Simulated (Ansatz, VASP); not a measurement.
# One calculation of Pd, two programs

```xyz
1
Lattice="0.0000 1.9643 1.9449 1.9643 0.0000 1.9449 1.9643 1.9643 0.0000" Properties=species:S:1:pos:R:3 pbc="T T T"
Pd    0.0000    0.0000    0.0000
```

Change from the starting cell: equal xx and yy strain of +1 %.

Alike in both runs: task single point; functional PBE; k mesh 18 × 18 × 18; occupations fermi-dirac, width 0.05 eV; no spin polarisation.

```csv
,VASP,Ansatz
version,VASP 6.6.1,Ansatz 0.2.0
potentials or method,"VASP PAW PBE potentials, release 64 (Pd), cutoff 520 eV","all-electron LAPW, scalar-relativistic"
```

|  | VASP | Ansatz | Ansatz less VASP |
| --- | --- | --- | --- |
| pressure (GPa) | 3.3 | 3.6 | +0.22 |
| traceless stress, the component that is largest in VASP (GPa) | 0.36 | 0.36 | +0.002 |

Ansatz ran all-electron here, and VASP with PAW potentials.
